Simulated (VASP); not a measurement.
Here is a VASP 6.6.1 calculation.

The input POSCAR:

```
Hf2CuSi3
1.0
    3.5006370000      0.0000000000      0.0000000000
    0.0000000000      3.5006370000      0.0000000000
    0.0000000000      0.0000000000      7.6721040000
Si Cu Hf
3 1 2
Direct
    0.5000000000      0.5000000000      0.0000000000
    0.0000000000      0.5000000000      0.3820000000
    0.5000000000      0.0000000000      0.6180000000
    0.0000000000      0.0000000000      0.0000000000
    0.0000000000      0.5000000000      0.7340000000
    0.5000000000      0.0000000000      0.2660000000
```

Contents of INCAR.step1:

```
ALGO = Normal
EDIFF = 1E-4
ENCUT = 520
GGA = PE
ISMEAR = 0
LASPH = True
LCHARG = False
LREAL = False
LWAVE = True
NBANDS = 30
NELM = 60
PREC = Accurate
SIGMA = 0.0211
```

File INCAR.step2:

```
ALGO = Normal
EDIFF = 1E-7
ENCUT = 520
ISIF = 2
ISMEAR = 0
ISTART = 1
LASPH = True
LCHARG = True
LELF = True
LMIXTAU = True
LREAL = False
LVHAR = True
LWAVE = False
METAGGA = R2SCAN
NBANDS = 30
NELM = 60
PREC = Accurate
SIGMA = 0.0211
```

KPOINTS

```
k-points
0
Gamma
  7 7 4
```

Potentials or basis: VASP PAW PBE potentials, release 64 (Si, Cu, Hf_pv).

The run is started by

```bash
$ cat potpaw_PBE.64/Si/POTCAR potpaw_PBE.64/Cu/POTCAR potpaw_PBE.64/Hf_pv/POTCAR > POTCAR
$ cp INCAR.step1 INCAR
$ mpirun -np 1 vasp_std > vasp.out
$ cp INCAR.step2 INCAR
$ mpirun -np 1 vasp_std > vasp.out
```

Estimate the pressure.

15.8 GPa.

Predict the largest force.

0.511 eV/Å.

Stress tensor (GPa, compression positive):
```
15.17  0.00  0.00
 0.00 15.17  0.00
 0.00  0.00 17.14
```

Caveat: the cell stands under pressure; the PAW data sets were made with another functional, which shifts forces and pressure a little.
